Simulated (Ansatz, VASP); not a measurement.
Sb in VASP and in Ansatz

Contents of INCAR:

```
PREC = Accurate
ENCUT = 520
EDIFF = 1E-8
ISMEAR = -1
SIGMA = 0.05
LREAL = F
LASPH = T
NELM = 100
ALGO = Normal
ISIF = 2
LWAVE = F
LCHARG = F
GGA = PS
LEFG = T
NBANDS = 12
```

The input KPOINTS:

```
Automatic mesh
0
Gamma
  9 9 9
```

POSCAR

```
Sb
1.0
    2.1577452361      1.2457747929      3.7564386296
   -2.1577452361      1.2457747929      3.7564386296
    0.0000000000     -2.4915495857      3.7564386296
Sb
2
Direct
    0.2336400000      0.2336400000      0.2336400000
    0.7663600000      0.7663600000      0.7663600000
```

Input for Ansatz:

```yaml
crystal:
  lattice:
    - [2.1577452361, 1.2457747929, 3.7564386296]
    - [-2.1577452361, 1.2457747929, 3.7564386296]
    - [0.0, -2.4915495857, 3.7564386296]
  atoms:
    - { symbol: Sb, position: [0.23364, 0.23364, 0.23364] }
    - { symbol: Sb, position: [0.76636, 0.76636, 0.76636] }
kpoints:
  mp_grid: { grid: [9, 9, 9] }
scf:
  occupations: { method: fermi_dirac, width: 0.05 }
hamiltonian:
  xc: pbesol
  pseudopotentials: { kind: all_electron, datasets: crystal }
output:
  forces: true
  stress: true
  eigenvalues: true
  efg: { contact_densities: true }
```

Change from the starting cell: volume scaled by 1.01, crystal datasets.

Alike in both runs: task electric field gradients; functional PBEsol; k mesh 9 × 9 × 9; occupations fermi-dirac, width 0.05 eV; no spin polarisation.

|  | VASP | Ansatz |
| --- | --- | --- |
| version | VASP 6.6.1 | Ansatz 0.2.0 |
| potentials or method | VASP PAW PBE potentials, release 64 (Sb), cutoff 520 eV | all-electron PAW with datasets made for the crystal, scalar-relativistic |

```tsv
	VASP	Ansatz	Ansatz less VASP
pressure (GPa)	0.0	-0.2	-0.17
traceless stress, the component that is largest in VASP (GPa)	-0.31	-0.26	+0.048
rms of the force components (eV/Å)	0.085	0.054	-0.0312
size of Vzz on the site where it differs most (V/Å²)	43.0	47.2	+4.19
```

VASP's potentials were made for PBE, not for PBEsol. Atom by atom the forces differ by 0.031 eV/Å (rms over components). Ansatz ran all-electron here, and VASP with PAW potentials.

Neither program's run includes spin-orbit coupling.
